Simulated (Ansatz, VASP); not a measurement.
**Two plane-wave programs on Zr**

```
Zr
1.0
     3.15341    0.00000    0.00000
    -1.57670    2.73093    0.00000
     0.00000    0.00000    5.06144
Zr
2
Direct
  0.33333 0.66667 0.25000
  0.66667 0.33333 0.75000
```

Alike in both runs: functional LDA; k mesh 12 × 12 × 8; occupations gaussian, width 0.1 eV; no spin polarisation.

Ansatz relaxed the structure, and its values are those at the end. VASP's run is a single point on that final structure, the one shown.

|  | VASP | Ansatz |
| --- | --- | --- |
| version | VASP 6.6.1 | Ansatz 0.2.0 |
| potentials or method | VASP PAW LDA potentials, release 64 (Zr_sv), cutoff 520 eV | scalar-relativistic, plane waves, PAW |
| valence electrons in the cell | 24 | 24 |

Ansatz gave:

* gap on the k mesh at the Fermi level (eV): none
* pressure (GPa): 0.0

Problem. Which values does VASP return?

Solution. gap on the k mesh at the Fermi level (eV): none; pressure (GPa): 0.1.

LDA's correlation is that of Perdew and Zunger in VASP and of Perdew and Wang (1992) in Ansatz. A gap of «none» marks a metal or a gap that the smearing closes.
